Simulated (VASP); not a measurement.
# Co (P6_3/mmc) in VASP: notebook

The runs below take Co through single point, with PBEsol.

All numbers are computed with VASP 6.6.1; they aren't measurements. Logs are shortened: lines on timing, memory, paths and dates and some standing lists are left out, and cuts for length are marked.

## 1. The cell of the first run

It takes space group P6_3/mmc (No. 194, hexagonal). The conventional cell has a = 2.469 Å, b = 2.469 Å, c = 3.969 Å, α = 90.00°, β = 90.00°, γ = 120.00°. Co (site symmetry -6m2) has 12 Co at 2.44 to 2.47 Å within 3.2 Å.

## 2. Single point, PBEsol, collinear spin, ferromagnetic start (strain +0.0050 x Voigt [1, 1, 0, 0, 0, 0])

INCAR

```
PREC = Accurate
ENCUT = 520
EDIFF = 1E-6
ISMEAR = 0
SIGMA = 0.15
LREAL = False
LASPH = True
NELM = 150
ALGO = Normal
ISIF = 2
LWAVE = False
LCHARG = True
ISPIN = 2
MAGMOM = 1.8 1.8
LORBIT = 11
LMAXMIX = 4
GGA = PS
LELF = True
LVHAR = True
NBANDS = 20
```

KPOINTS

```
regular mesh
0
Gamma
  30 30 16
```

POSCAR

```
Co
1.0
    2.4687009975      0.0000000000      0.0000000000
   -1.2343504987      2.1379577782      0.0000000000
    0.0000000000      0.0000000000      3.9694710870
Co
2
Direct
    0.6666666667      0.3333333333      0.2500000000
    0.3333333333      0.6666666667      0.7500000000
```

Potentials or basis: VASP PAW PBE potentials, release 64 (Co).

On the command line:

```
$ cat potpaw_PBE.64/Co/POTCAR > POTCAR
$ mpirun -np 1 vasp_std > vasp.out
```

OUTCAR:

```text
PREC = Accurate
   ENCUT = 520
   EDIFF = 1E-6
   ISMEAR = 0
   LREAL = False
   LASPH = True
   NELM = 150
   ISIF = 2
   ISPIN = 2
   LORBIT = 11
   GGA = PS

 ion  position               nearest neighbor table
   1  0.667  0.333  0.250-   2 2.44   2 2.44   2 2.44   2 2.44   2 2.44   2 2.44
   2  0.333  0.667  0.750-   1 2.44   1 2.44   1 2.44   1 2.44   1 2.44   1 2.44

  LATTYP: Found a hexagonal cell.
 ALAT       =     2.4687009975
 C/A-ratio  =     1.6079189383

  Lattice vectors:

 A1 = (   2.4687009975,   0.0000000000,   0.0000000000)
 A2 = (  -1.2343504987,   2.1379577782,   0.0000000000)
 A3 = (   0.0000000000,   0.0000000000,   3.9694710870)

Analysis of symmetry for initial positions (statically):
=====================================================================
 Subroutine PRICEL returns:
 Original cell was already a primitive cell.

 Routine SETGRP: Setting up the symmetry group for a
 hexagonal supercell.

 Subroutine GETGRP returns: Found 24 space group operations
 (whereof 12 operations were pure point group operations)
 out of a pool of 24 trial point group operations.

The static configuration has the point symmetry D_3d.
 The point group associated with its full space group is D_6h.

Analysis of symmetry for dynamics (positions and initial velocities):
=====================================================================
 Subroutine PRICEL returns:
 Original cell was already a primitive cell.

 Routine SETGRP: Setting up the symmetry group for a
 hexagonal supercell.

 Subroutine GETGRP returns: Found 24 space group operations
 (whereof 12 operations were pure point group operations)
 out of a pool of 24 trial point group operations.

The dynamic configuration has the point symmetry D_3d.
 The point group associated with its full space group is D_6h.

Analysis of structural, dynamic, and magnetic symmetry:
=====================================================================
 Subroutine PRICEL returns:
 Original cell was already a primitive cell.

 Routine SETGRP: Setting up the symmetry group for a
 hexagonal supercell.

 Subroutine GETGRP returns: Found 24 space group operations
 (whereof 12 operations were pure point group operations)
 out of a pool of 24 trial point group operations.

The overall configuration has the point symmetry D_3d.
 The point group associated with its full space group is D_6h.

 Subroutine INISYM returns: Found 24 space group operations
 (whereof 12 operations are pure point group operations),
 and found     1 'primitive' translations

----------------------------------------------------------------------------------------

                                     Primitive cell

  volume of cell :      20.9508

  direct lattice vectors                    reciprocal lattice vectors
     2.468700998  0.000000000  0.000000000     0.405071331  0.233868042  0.000000000
    -1.234350499  2.137957778  0.000000000     0.000000000  0.467736084  0.000000000
     0.000000000  0.000000000  3.969471087     0.000000000  0.000000000  0.251922732

  length of vectors
     2.468700998  2.468700997  3.969471087     0.467736084  0.467736084  0.251922732

  position of ions in fractional coordinates (direct lattice)
     0.666666667  0.333333333  0.250000000
     0.333333333  0.666666667  0.750000000

  ion indices of the primitive-cell ions
   primitive index   ion index
                 1           1
                 2           2

----------------------------------------------------------------------------------------

 KPOINTS: regular mesh

Automatic generation of k-mesh.
 Grid dimensions read from file:
 generate k-points for:   30   30   16

 Generating k-lattice:

  Cartesian coordinates                     Fractional coordinates (reciprocal lattice)
     0.013502378  0.007795601  0.000000000     0.033333333  0.000000000  0.000000000
     0.000000000  0.015591203  0.000000000     0.000000000  0.033333333  0.000000000
     0.000000000  0.000000000  0.015745171     0.000000000  0.000000000  0.062500000

  Length of vectors
     0.015591203  0.015591203  0.015745171

  Shift w.r.t. Gamma in fractional coordinates (k-lattice)
     0.000000000  0.000000000  0.000000000

 Subroutine IBZKPT returns following result:
 ===========================================

 Found    819 irreducible k-points:

 Following reciprocal coordinates:
            Coordinates               Weight
  0.000000  0.000000  0.000000      1.000000
  0.033333  0.000000  0.000000      6.000000
  0.066667 -0.000000  0.000000      6.000000
  0.100000  0.000000  0.000000      6.000000
  0.133333 -0.000000  0.000000      6.000000
  0.166667 -0.000000  0.000000      6.000000
[... 16 lines left out ...]
  0.233333  0.033333  0.000000     12.000000
  0.266667  0.033333  0.000000     12.000000
 [... further k-points ...]
   k-points           NKPTS =    819   k-points in BZ     NKDIM =    819   number of bands    NBANDS=     20
   number of dos      NEDOS =    301   number of ions     NIONS =      2
   total plane-waves  NPLWV =   9720
   dimension x,y,z NGX =    18 NGY =   18 NGZ =   30
   dimension x,y,z NGXF=    36 NGYF=   36 NGZF=   60
   ions per type =               2
   NGX,Y,Z   is equivalent  to a cutoff of  12.12, 12.12, 12.56 a.u.
   NGXF,Y,Z  is equivalent  to a cutoff of  24.24, 24.24, 25.13 a.u.
 SYSTEM =  unknown system
   PREC   = accura    normal or accurate (medium, high low for compatibility)
   ISTART =      0    job   : 0-new  1-cont  2-samecut
   ICHARG =      2    charge: 1-file 2-atom 10-const
   ISPIN  =      2    spin polarized calculation?
   LNONCOLLINEAR =      F non collinear calculations
   LSORBIT =      F    spin-orbit coupling
   LASPH  =      T    aspherical Exc in radial PAW
   ENCUT  =  520.0 eV  38.22 Ry    6.18 a.u.   4.59  4.59  7.38*2*pi/ulx,y,z
   NELM   =    150;   NELMIN=  2; NELMDL= -5     # of ELM steps
   EDIFF  = 0.1E-05   stopping-criterion for ELM
   LREAL  =      F    real-space projection
   EDIFFG = 0.1E-04   stopping-criterion for IOM
   NSW    =      0    number of steps for IOM
   IBRION =     -1    ionic relax: 0-MD 1-quasi-New 2-CG
   NFREE  =      0    steps in history (QN), initial steepest desc. (CG)
   ISIF   =      2    stress and relaxation
   ISYM   =      2    0-nonsym 1-usesym 2-fastsym
   POTIM  = 0.5000    time-step for ionic-motion
   TEBEG  =    0.0;   TEEND  =   0.0 temperature during run
   PSTRESS=    0.0 pullay stress
   NELECT =      18.0000    total number of electrons
   NUPDOWN=      -1.0000    fix difference up-down
   EMIN   =  10.00;   EMAX   =-10.00  energy-range for DOS
   EFERMI =   0.00;   METHOD = LEGACY
   ISMEAR =     0;   SIGMA  =   0.15  broadening in eV -4-tet -1-fermi 0-gaus
   EFERMI_NEDOS =   21; number of points for ismear=-14 and -15
   IALGO  =     38    algorithm
   IMIX   =      4    mixing-type and parameters
     AMIX     =   0.40;   BMIX     =  1.00
     AMIX_MAG =   1.60;   BMIX_MAG =  1.00
  volume/ion in A,a.u.               =      10.48        70.69
  Fermi-wavevector in a.u.,A,eV,Ry     =   1.556320  2.941018 32.955108  2.422132
  Thomas-Fermi vector in A             =   2.660133
   LORBIT       =     11    0 simple, 1 ext, 2 COOP (PROOUT), +10 PAW based schemes
   GGA     = PS    functional components
   LHFCALC =     F    Hartree Fock is set to
   AEXX    =    0.0000 exact exchange contribution
   IVDW    =     0    specifies the selected vdW correction
   LEPSILON=     F    determine dielectric tensor
   LRPA    =     F    only Hartree local field effects (RPA)
 spin polarized calculation
 Gauss-broadening in eV      SIGMA  =   0.15
  energy-cutoff  :      520.00
  volume of cell :       20.95
 maximum number of plane-waves:       580
   NGX =  9   NGY =  9   NGZ = 15

 number of electron      17.9999981 magnetization       3.1422122

 Free energy of the ion-electron system (eV)
  ---------------------------------------------------
  ext. energy  EPLUGINS =         0.00000000
  ---------------------------------------------------
  free energy    TOTEN  =       -15.47970602 eV

  energy without entropy =      -15.46096543  energy(sigma->0) =      -15.47033572

 E-fermi :  10.5653     XC(G=0): -13.7874

 val. band max:       10.5649670731   @ k =   0.0667  -0.0000   0.1875
 cond. band min:      10.5654607316   @ k =   0.1333  -0.0000   0.1875
 fundamental gap:      0.0004936585
 Fermi energy:        10.5653348541

 spin component 1

 k-point     1 :       0.0000    0.0000    0.0000
  band No.  band energies     occupation
      1       1.3955      1.00000
      2       5.2710      1.00000
      3       7.9589      1.00000
      4       7.9589      1.00000
      5       7.9674      1.00000
      6       8.2992      1.00000
[... 12 lines left out ...]
     19      36.9074      0.00000
     20      36.9074      0.00000
[... 507 lines left out ...]
 k-point    24 :       0.2667    0.0333    0.0000
  band No.  band energies     occupation
      1       3.9603      1.00000
      2       6.1131      1.00000
      3       6.7235      1.00000
      4       7.2171      1.00000
      5       8.0059      1.00000
      6       8.0460      1.00000
[... 12 lines left out ...]
     19      34.7819      0.00000
     20      38.0591      0.00000

 [... further k-points ...]

 spin component 2

 k-point     1 :       0.0000    0.0000    0.0000
  band No.  band energies     occupation
      1       1.4579      1.00000
      2       6.2101      1.00000
      3       9.5388      1.00000
      4       9.5388      1.00000
      5       9.5529      1.00000
      6       9.9330      1.00000
[... 12 lines left out ...]
     19      37.2525      0.00000
     20      37.2525      0.00000
[... 507 lines left out ...]
 k-point    24 :       0.2667    0.0333    0.0000
  band No.  band energies     occupation
      1       4.1037      1.00000
      2       7.2986      1.00000
      3       7.8523      1.00000
      4       8.4716      1.00000
      5       9.5021      1.00000
      6       9.6429      1.00000
[... 12 lines left out ...]
     19      35.2512      0.00000
     20      38.4144      0.00000

 [... further k-points ...]

------------------------ aborting loop because EDIFF is reached ----------------------------------------

  FORCE on cell =-STRESS in cart. coord.  units (eV):
  Direction    XX          YY          ZZ          XY          YZ          ZX
  --------------------------------------------------------------------------------------
  -------------------------------------------------------------------------------------
  Total       -0.4958931     -0.4958931     -0.2951308     -0.0000000      0.0000000      0.0000000
  in kB      -37.9226238    -37.9226238    -22.5696510     -0.0000000      0.0000000      0.0000000
  external PRESSURE =     -32.8049662 kB  Pullay stress =       0.0000000 kB

 VOLUME and BASIS-vectors are now :
 -----------------------------------------------------------------------------
  energy-cutoff  :      520.00
  volume of cell :       20.95
      direct lattice vectors                 reciprocal lattice vectors
     2.468700998  0.000000000  0.000000000     0.405071331  0.233868042  0.000000000
    -1.234350499  2.137957778  0.000000000     0.000000000  0.467736084  0.000000000
     0.000000000  0.000000000  3.969471087     0.000000000  0.000000000  0.251922732

 POSITION                                       TOTAL-FORCE (eV/Angst)
 -----------------------------------------------------------------------------------
      1.23435      0.71265      0.99237        -0.000000      0.000000      0.000000
     -0.00000      1.42531      2.97710         0.000000      0.000000      0.000000
 -----------------------------------------------------------------------------------
    total drift:                               -0.000000      0.000000     -0.000000

  FREE ENERGIE OF THE ION-ELECTRON SYSTEM (eV)
  ---------------------------------------------------
  free  energy   TOTEN  =       -15.4797060158 eV

  energy  without entropy=      -15.4609654311  energy(sigma->0) =      -15.47033572

 total charge

# of ion       s       p       d       tot
------------------------------------------
    1        0.504   0.556   7.283   8.342
    2        0.504   0.556   7.283   8.342
--------------------------------------------------
tot          1.007   1.111  14.566  16.685

 magnetization (x)

# of ion       s       p       d       tot
------------------------------------------
    1       -0.015  -0.052   1.647   1.580
    2       -0.015  -0.052   1.647   1.580
--------------------------------------------------
tot         -0.030  -0.104   3.295   3.160
```

It took 12 min on 1 thread of Oxide Virtual Turin-like, shared host; peak memory 0.49 GiB.

What came out:

| Property | Result |
| --- | --- |
| Free energy | -15.4797 eV |
| Pressure | -3.3 GPa |
| Net moment | 3.14 μB per cell |
| Site moments | Co +1.58 μB |
| Valence electrons inside the program's atomic spheres | Co 8.34 |

Caveat: the cell differs from its parent crystal (strain +0.0050 x Voigt [1, 1, 0, 0, 0, 0]); the cell stands under tension; the PAW data sets were made with another functional, which shifts forces and pressure a little.

## 3. Single point, PBEsol, collinear spin, ferromagnetic start (strain +0.0200 x Voigt [1, 1, 0, 0, 0, 0])

Changes to INCAR since step 2:

```diff
@@ -11,3 +11,3 @@
 LWAVE = False
-LCHARG = True
+LCHARG = False
 ISPIN = 2
@@ -17,4 +17,2 @@
 GGA = PS
-LELF = True
-LVHAR = True
 NBANDS = 20
```

KPOINTS is that of step 2.

POSCAR

```
Co
1.0
    2.5055472810      0.0000000000      0.0000000000
   -1.2527736405      2.1698675958      0.0000000000
    0.0000000000      0.0000000000      3.9694710870
Co
2
Direct
    0.6666666667      0.3333333333      0.2500000000
    0.3333333333      0.6666666667      0.7500000000
```

Potentials or basis: VASP PAW PBE potentials, release 64 (Co).

On the command line:

```
$ cat potpaw_PBE.64/Co/POTCAR > POTCAR
$ mpirun -np 1 vasp_std > vasp.out
```

Wall time 14 min (1 thread of Oxide Virtual Turin-like, shared host); peak memory 0.5 GiB.

It converged, with:

```
Free energy                                           : -15.4495 eV
Pressure                                              : -9.5 GPa
Net moment                                            : 3.18 μB per cell
Site moments                                          : Co +1.60 μB
Valence electrons inside the program's atomic spheres : Co 8.28
```

Stress tensor (GPa, compression positive):
```
-11.38   0.00   0.00
  0.00 -11.38   0.00
  0.00   0.00  -5.73
```

Levels at points of the mesh, in eV from the Fermi level:
Spin up:
| k point | band 7 | band 8 | band 9 | band 10 | band 11 | band 12 | band 13 | band 14 | band 15 | band 16 |
| --- | --- | --- | --- | --- | --- | --- | --- | --- | --- | --- |
| (0.00, 0.00, 0.00) | -2.23 | -1.95 | -1.95 | -0.76 | -0.76 | 0.11 | 6.70 | 21.71 | 24.13 | 24.13 |
| (0.50, 0.00, 0.00) | -2.10 | -0.70 | -0.53 | -0.50 | 1.28 | 3.26 | 9.83 | 10.49 | 12.91 | 14.14 |
| (0.00, 0.00, 0.50) | -2.66 | -2.66 | -1.07 | -1.07 | -1.07 | -1.07 | 15.59 | 15.59 | 22.46 | 22.46 |
| (0.50, 0.00, 0.50) | -1.03 | -1.03 | -0.59 | -0.59 | 1.56 | 1.56 | 7.25 | 7.25 | 18.14 | 18.14 |
Spin down:
| k point | band 5 | band 6 | band 7 | band 8 | band 9 | band 10 |
| --- | --- | --- | --- | --- | --- | --- |
| (0.00, 0.00, 0.00) | -0.86 | -0.57 | -0.57 | -0.25 | -0.25 | 0.12 |
| (0.50, 0.00, 0.00) | -1.21 | -0.97 | -0.53 | 1.14 | 1.33 | 1.37 |
| (0.00, 0.00, 0.50) | -1.06 | -1.06 | -1.06 | -1.06 | 0.73 | 0.73 |
| (0.50, 0.00, 0.50) | -0.10 | -0.10 | 0.25 | 0.25 | 1.26 | 1.26 |

Caveat: the cell differs from its parent crystal (strain +0.0200 x Voigt [1, 1, 0, 0, 0, 0]); the cell stands under tension; the PAW data sets were made with another functional, which shifts forces and pressure a little.
